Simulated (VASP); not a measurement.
# W: single point with LDA

W:

```
W
1.0
    -1.47917    1.55240    1.55240
     1.55240   -1.47917    1.55240
     1.55240    1.55240   -1.47917
W
1
Direct
  0.00000 0.00000 0.00000
```

```yaml
Program: VASP 6.6.1
Task: single point
Functional: LDA
Potentials_or_basis: VASP PAW LDA potentials, release 64 (W_sv)
Cutoff: 520 eV
k_mesh: 20 × 20 × 20
Occupations: gaussian, width 0.15 eV
Spin: no spin polarisation
Dipole_correction: no
Further_INCAR_settings: ALGO = Fast; EDIFF = 1e-07; NBANDS = 13
```

```
Pressure               : 14.5 GPa
Band gap on the k mesh : zero (bands 7 and 8 overlap by 5.41 eV)
```

Stress tensor (GPa, compression positive):
```
14.51 -6.88 -6.88
-6.88 14.51 -6.88
-6.88 -6.88 14.51
```

Levels at points of the mesh, in eV from the Fermi level:
```
           k point  band 4  band 5  band 6  band 7  band 8  band 9  band 10  band 11
(0.00, 0.00, 0.00)  -37.38   -9.93   -1.97   -1.97   -0.56    2.41     2.41    14.24
(0.50, 0.00, 0.00)  -37.41   -6.73   -4.09    0.62    2.55    3.58     6.07    11.60
(0.50, 0.50, 0.00)  -37.48   -6.72   -3.90    1.42    1.99    2.84     6.98    11.19
(0.50, 0.50, 0.50)  -38.39   -6.42   -6.42    4.27    6.10    6.10     8.16     9.17
```

Run time: 3.8 min on 1 thread of AMD EPYC 7R13 (shared host), peak memory 0.21 GiB.

Caveat: the cell stands under pressure; spin-orbit coupling is left out, which moves the levels of the heavy elements.
